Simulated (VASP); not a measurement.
# TiN (Fm-3m) in VASP: further runs, part 2 of 2

VASP 6.6.1. Earlier steps stand in the parts before.

**3. Single point, PBE**

This run uses another cell than the first one: it holds 2 atoms, not 4.

Input file INCAR:

```
PREC     = Accurate       # precision mode
ENCUT    = 520            # plane-wave cutoff, eV
EDIFF    = 1E-7           # SCF threshold, eV
ISMEAR   = 0              # smearing method
SIGMA    = 0.1            # smearing width, eV
LREAL    = F              # projectors in reciprocal space
LASPH    = T              # aspherical terms in the spheres
NELM     = 60             # most SCF steps
ALGO     = Normal         # electronic algorithm
ISIF     = 2              # what is computed and relaxed
LWAVE    = F              # write WAVECAR
LCHARG   = F              # write CHGCAR
GGA      = PE             # functional
NBANDS   = 16             # bands
ISYM     = 0
```

Input file KPOINTS:

```
regular mesh
0
Gamma
  12 12 16
```

Input file POSCAR:

```
TiN
1.0
    3.0029763834      0.0000000000      0.0000000000
    0.0000000000      3.0029763834      0.0000000000
   -1.5014881917     -1.5014881917      2.1234249644
Ti N
1 1
Direct
    0.0000000000      0.0000000000      0.0000000000
    0.5000000000      0.5000000000      0.0000000000
```

Potentials or basis: VASP PAW PBE potentials, release 64 (Ti_sv, N).

Started as:

```console
$ cat potpaw_PBE.64/Ti_sv/POTCAR potpaw_PBE.64/N/POTCAR > POTCAR
$ mpirun -np 1 vasp_std > vasp.out
```

OUTCAR:

```text
PREC = Accurate
   ENCUT = 520
   EDIFF = 1E-7
   ISMEAR = 0
   LREAL = F
   LASPH = T
   NELM = 60
   ISIF = 2
   GGA = PE
   ISYM = 0

 ion  position               nearest neighbor table
   1  0.000  0.000  0.000-   2 2.12   2 2.12   2 2.12   2 2.12   2 2.12   2 2.12
   2  0.500  0.500  0.000-   1 2.12   1 2.12   1 2.12   1 2.12   1 2.12   1 2.12

IMPORTANT INFORMATION: All symmetrisations will be switched off!
NOSYMM: (Re-)initialisation of all symmetry stuff for point group C_1.

----------------------------------------------------------------------------------------

                                     Primitive cell

  volume of cell :      19.1488

  direct lattice vectors                    reciprocal lattice vectors
     3.002976383  0.000000000  0.000000000     0.333002952  0.000000000  0.235468645
     0.000000000  3.002976383  0.000000000     0.000000000  0.333002952  0.235468645
    -1.501488192 -1.501488192  2.123424964     0.000000000  0.000000000  0.470937291

  length of vectors
     3.002976383  3.002976383  3.002976383     0.407843657  0.407843657  0.470937291

  position of ions in fractional coordinates (direct lattice)
[... 148 lines left out ...]

 E-fermi :  11.3726     XC(G=0): -13.0002

 val. band max:       11.3669357161   @ k =   0.0000  -0.1667   0.0625
 cond. band min:      11.3742999878   @ k =  -0.0833  -0.0833   0.0625
 fundamental gap:      0.0073642717
 Fermi energy:        11.3726196565

 k-point     1 :       0.0000    0.0000    0.0000
  band No.  band energies     occupation
      1     -46.4811      2.00000
      2     -22.4660      2.00000
      3     -22.4634      2.00000
      4     -22.4597      2.00000
      5      -5.6793      2.00000
      6       9.3609      2.00000
[... 433 lines left out ...]
      3     -22.6330      2.00000
      4     -22.5179      2.00000
      5      -3.6295      2.00000
      6       4.2066      2.00000
[... 8 lines left out ...]
     15      23.9176      0.00000
     16      25.7250      0.00000

 [... further k-points ...]

------------------------ aborting loop because EDIFF is reached ----------------------------------------

  FORCE on cell =-STRESS in cart. coord.  units (eV):
  Direction    XX          YY          ZZ          XY          YZ          ZX
  --------------------------------------------------------------------------------------
  -------------------------------------------------------------------------------------
  Total        0.0717858      0.0717864      0.0207784      0.0062853     -0.0071930     -0.0071928
  in kB        6.0063200      6.0063672      1.7385256      0.5258946     -0.6018350     -0.6018187
  external PRESSURE =       4.5837376 kB  Pullay stress =       0.0000000 kB

 VOLUME and BASIS-vectors are now :
 -----------------------------------------------------------------------------
  energy-cutoff  :      520.00
  volume of cell :       19.15
      direct lattice vectors                 reciprocal lattice vectors
     3.002976383  0.000000000  0.000000000     0.333002952  0.000000000  0.235468645
     0.000000000  3.002976383  0.000000000     0.000000000  0.333002952  0.235468645
    -1.501488192 -1.501488192  2.123424964     0.000000000  0.000000000  0.470937291

 POSITION                                       TOTAL-FORCE (eV/Angst)
 -----------------------------------------------------------------------------------
      0.00000      0.00000      0.00000        -0.000000     -0.000000     -0.000000
      1.50149      1.50149      0.00000         0.000000      0.000000      0.000000
 -----------------------------------------------------------------------------------
    total drift:                                0.000000      0.000000     -0.000000

  FREE ENERGIE OF THE ION-ELECTRON SYSTEM (eV)
  ---------------------------------------------------
  free  energy   TOTEN  =       -19.6400836232 eV

  energy  without entropy=      -19.6357936986  energy(sigma->0) =      -19.63793866
```

OSZICAR:

```text
N       E                     dE             d eps       ncg     rms          rms(c)
DAV:   1     0.133292651678E+03    0.13329E+03   -0.82364E+03 37136   0.126E+03
DAV:   2    -0.168584184329E+02   -0.15015E+03   -0.14080E+03 40864   0.348E+02
DAV:   3    -0.246367497900E+02   -0.77783E+01   -0.77111E+01 47584   0.819E+01
DAV:   4    -0.248123459820E+02   -0.17560E+00   -0.17541E+00 44872   0.117E+01
DAV:   5    -0.248163429528E+02   -0.39970E-02   -0.39969E-02 43976   0.157E+00    0.181E+01
DAV:   6    -0.200299596787E+02    0.47864E+01   -0.13027E+01 48832   0.534E+01    0.685E+00
DAV:   7    -0.196818565184E+02    0.34810E+00   -0.16763E+00 43160   0.161E+01    0.487E+00
DAV:   8    -0.199193562432E+02   -0.23750E+00   -0.11126E+00 50912   0.156E+01    0.611E+00
DAV:   9    -0.196511775302E+02    0.26818E+00   -0.36641E-01 42344   0.930E+00    0.160E+00
DAV:  10    -0.196433373928E+02    0.78401E-02   -0.32852E-02 46008   0.205E+00    0.446E-01
DAV:  11    -0.196401436595E+02    0.31937E-02   -0.48006E-03 54112   0.859E-01    0.173E-01
DAV:  12    -0.196400878794E+02    0.55780E-04   -0.41355E-04 43360   0.195E-01    0.418E-02
DAV:  13    -0.196400856310E+02    0.22484E-05   -0.51339E-05 47040   0.966E-02    0.182E-02
DAV:  14    -0.196400839238E+02    0.17071E-05   -0.58188E-06 41304   0.275E-02    0.903E-03
DAV:  15    -0.196400836822E+02    0.24161E-06   -0.11472E-06 51112   0.131E-02    0.413E-03
DAV:  16    -0.196400836232E+02    0.59043E-07   -0.21737E-07 41712   0.696E-03
   1 F= -.19640084E+02 E0= -.19637939E+02  d E =-.428992E-02
```

Wall time 3.7 min (1 thread of Intel Xeon Platinum 8259CL at 2.50GHz (Skylake/Cascade Lake), shared host); peak memory 0.44 GiB.

Results:

```
Free energy            : -19.6401 eV
Pressure               : 0.5 GPa
Band gap on the k mesh : zero (an odd number of electrons rules out a gap without spin polarisation)
```

Levels at points of the mesh, in eV from the Fermi level:
| k point | band 4 | band 5 | band 6 | band 7 | band 8 | band 9 | band 10 | band 11 | band 12 | band 13 |
| --- | --- | --- | --- | --- | --- | --- | --- | --- | --- | --- |
| (0.00, 0.00, 0.00) | -33.83 | -17.05 | -2.01 | -2.01 | -2.01 | -0.59 | -0.59 | -0.59 | 0.60 | 0.60 |
| (0.50, 0.00, 0.00) | -33.89 | -14.61 | -8.03 | -5.43 | -5.43 | 1.69 | 1.70 | 2.36 | 5.72 | 5.72 |
| (0.00, 0.50, 0.00) | -33.89 | -14.61 | -8.03 | -5.43 | -5.43 | 1.69 | 1.70 | 2.36 | 5.72 | 5.72 |
| (0.50, 0.50, 0.00) | -34.03 | -15.64 | -5.80 | -3.20 | -3.20 | -3.02 | 1.65 | 2.39 | 2.39 | 3.60 |
| (0.00, 0.00, 0.50) | -34.03 | -15.64 | -5.80 | -3.20 | -3.20 | -3.02 | 1.65 | 2.39 | 2.39 | 3.60 |
| (0.50, 0.00, 0.50) | -33.89 | -14.61 | -8.03 | -5.43 | -5.43 | 1.69 | 1.70 | 2.36 | 5.72 | 5.72 |
| (0.00, 0.50, 0.50) | -33.89 | -14.61 | -8.03 | -5.43 | -5.43 | 1.69 | 1.70 | 2.36 | 5.72 | 5.72 |
| (0.50, 0.50, 0.50) | -34.04 | -15.64 | -5.79 | -3.20 | -3.20 | -3.02 | 1.65 | 2.39 | 2.39 | 3.60 |

**4. Single point, PBE**

This run uses another cell than the first one: it holds 2 atoms, not 4.

Input file INCAR:

```
SYSTEM = TiN
PREC = Accurate
ENCUT = 600
EDIFF = 1E-6
ISMEAR = 0
SIGMA = 0.15
LREAL = .FALSE.
LASPH = .TRUE.
NELM = 120
ALGO = Normal
ISIF = 2
LWAVE = .FALSE.
LCHARG = .FALSE.
GGA = PE
NBANDS = 16
GGA_COMPAT = .FALSE.
```

Input file KPOINTS:

```
Automatic mesh
0
G
  26 26 26
  0 0 0
```

Input file POSCAR:

```
TiN
1.0
    0.0000000000      2.1234249641      2.1234249641
    2.1234249641      0.0000000000      2.1234249641
    2.1234249641      2.1234249641      0.0000000000
Ti N
1 1
Direct
    0.0000000000      0.0000000000      0.0000000000
    0.5000000000      0.5000000000      0.5000000000
```

Started as:

```console
$ cat potpaw_PBE.64/Ti_sv/POTCAR potpaw_PBE.64/N/POTCAR > POTCAR
$ mpirun -np 1 vasp_std > vasp.out
```

It took 4.9 min on 1 thread of AMD EPYC 7R13, shared host; peak memory 0.26 GiB.

It converged, with:

* Free energy: -19.6431 eV
* Pressure: 0.4 GPa
* Band gap on the k mesh: zero (an odd number of electrons rules out a gap without spin polarisation)

Levels at points of the mesh, in eV from the Fermi level:
| k point | band 5 | band 6 | band 7 | band 8 | band 9 | band 10 | band 11 | band 12 |
| --- | --- | --- | --- | --- | --- | --- | --- | --- |
| (0.00, 0.00, 0.00) | -17.08 | -2.04 | -2.04 | -2.04 | -0.61 | -0.61 | -0.61 | 0.57 |
| (0.50, 0.00, 0.00) | -14.64 | -8.05 | -5.46 | -5.46 | 1.67 | 1.67 | 2.34 | 5.70 |
| (0.50, 0.50, 0.00) | -15.67 | -5.82 | -3.22 | -3.22 | -3.05 | 1.63 | 2.37 | 2.37 |

**5. Single point, PBE**

This run uses another cell than the first one: it holds 2 atoms, not 4.

Input file INCAR:

```
PREC = Accurate ; ENCUT = 600
EDIFF = 1E-6 ; ISMEAR = 0
SIGMA = 0.15 ; LREAL = F
LASPH = T ; NELM = 120
ALGO = Normal ; ISIF = 2
LWAVE = F ; LCHARG = T
GGA = PE ; LELF = T
LVHAR = T ; NBANDS = 16
GGA_COMPAT = F
```

Input file KPOINTS:

```
regular mesh
0
Gamma
  24 24 24
```

POSCAR is that of step 4.

Started as:

```console
$ cat potpaw_PBE.64/Ti_sv/POTCAR potpaw_PBE.64/N/POTCAR > POTCAR
$ mpirun -np 1 vasp_std > vasp.out
```

It took 4.5 min on 1 thread of AMD EPYC 7R13, shared host; peak memory 0.23 GiB.

It converged, with:

* Free energy: -19.6430 eV
* Pressure: 0.4 GPa
* Band gap on the k mesh: zero (an odd number of electrons rules out a gap without spin polarisation)

Levels at points of the mesh, in eV from the Fermi level:
| k point | band 6 | band 7 | band 8 | band 9 | band 10 | band 11 |
| --- | --- | --- | --- | --- | --- | --- |
| (0.00, 0.00, 0.00) | -2.04 | -2.04 | -2.04 | -0.61 | -0.61 | -0.61 |
| (0.50, 0.00, 0.00) | -8.06 | -5.46 | -5.46 | 1.67 | 1.67 | 2.34 |
| (0.50, 0.50, 0.00) | -5.83 | -3.23 | -3.23 | -3.05 | 1.62 | 2.36 |

**6. Relaxation of cell and atoms, PBE**

This run uses another cell than the first one: it holds 2 atoms, not 4.

Input file INCAR:

```
PREC = Accurate
ENCUT = 600
EDIFF = 1E-7
ISMEAR = 0
SIGMA = 0.1
LREAL = False
LASPH = True
NELM = 60
ALGO = Normal
ISIF = 3
LWAVE = False
LCHARG = False
GGA = PE
IBRION = 2
NSW = 100
EDIFFG = -0.005
```

Input file KPOINTS:

```
Automatic mesh
0
Gamma
  18 18 18
```

Input file POSCAR:

```
TiN
1.0
    0.0000000000      2.1220000000      2.1220000000
    2.1220000000      0.0000000000      2.1220000000
    2.1220000000      2.1220000000      0.0000000000
Ti N
1 1
Direct
    0.0000000000      0.0000000000      0.0000000000
    0.5000000000      0.5000000000      0.5000000000
```

Potentials or basis: VASP PAW PBE potentials, release 64 (Ti_sv, N).

Started as:

```console
$ cat potpaw_PBE.64/Ti_sv/POTCAR potpaw_PBE.64/N/POTCAR > POTCAR
$ mpirun -np 1 vasp_std > vasp.out
```

It took 61 s on 1 thread of Intel Xeon Platinum 8488C (Sapphire Rapids), shared host; peak memory 0.19 GiB.

Results (log left out):

* Free energy: -19.6399 eV
* Relaxed volume: 9.59 Å³/atom
* Relaxed cell: a = 3.004 Å, b = 3.004 Å, c = 3.004 Å, α = 60.00°, β = 60.00°, γ = 60.00°
* Space group after relaxing (to 0.1 Å): Fm-3m (No. 225)
* Energy gained by relaxing: 0.1 meV/atom
* Ionic steps: 3
* Pressure after relaxing: 0.0 GPa
* Band gap on the k mesh: zero (an odd number of electrons rules out a gap without spin polarisation)

Step by step:
| step | energy change (eV) | largest force (eV/Å) | pressure (GPa) | volume (Å³) |
| --- | --- | --- | --- | --- |
| 1 | 0.0000 | 0.0000 | 0.88 | 19.11 |
| 2 | 0.0001 | 0.0000 | -1.15 | 19.26 |
| 3 | -0.0002 | 0.0000 | -0.01 | 19.17 |

Final structure:
```
Ti N
1.0
     0.00000    2.12433    2.12433
     2.12433    0.00000    2.12433
     2.12433    2.12433    0.00000
Ti N
1 1
Direct
  0.00000 0.00000 0.00000
  0.50000 0.50000 0.50000
```

Levels at points of the mesh, in eV from the Fermi level:
| k point | band 6 | band 7 | band 8 | band 9 | band 10 | band 11 | band 12 |
| --- | --- | --- | --- | --- | --- | --- | --- |
| (0.00, 0.00, 0.00) | -2.04 | -2.04 | -2.04 | -0.61 | -0.61 | -0.61 | 0.57 |
| (0.50, 0.00, 0.00) | -8.05 | -5.45 | -5.45 | 1.67 | 1.67 | 2.33 | 5.69 |
| (0.50, 0.50, 0.00) | -5.82 | -3.23 | -3.23 | -3.04 | 1.62 | 2.36 | 2.36 |

**7. The runs side by side**

```tsv
task	cell	k mesh	cutoff (eV)	smearing	gap on the mesh (eV)	pressure (GPa)
single point	a = 3.003 Å, angles 120.0, 120.0, 90.0°, 2 atoms, atomic positions A	12 × 12 × 16	520	gaussian 0.1 eV	none	0.5
single point	a = 3.003 Å, angles 60.0°, 2 atoms, atomic positions B	26 × 26 × 26	600	gaussian 0.15 eV	none	0.4
single point	a = 3.003 Å, angles 60.0°, 2 atoms, atomic positions B	24 × 24 × 24	600	gaussian 0.15 eV	none	0.4
relaxation of cell and atoms	relaxed from a = 3.001 Å, angles 60.0°, 2 atoms, atomic positions B	18 × 18 × 18	600	gaussian 0.1 eV	none	0.0
```

Alike in all rows: level PBE; potentials or basis VASP PAW PBE potentials, release 64 (Ti_sv, N); no spin polarisation.

Total energies depend on the potentials used, so only differences within one code and one set of settings carry meaning.
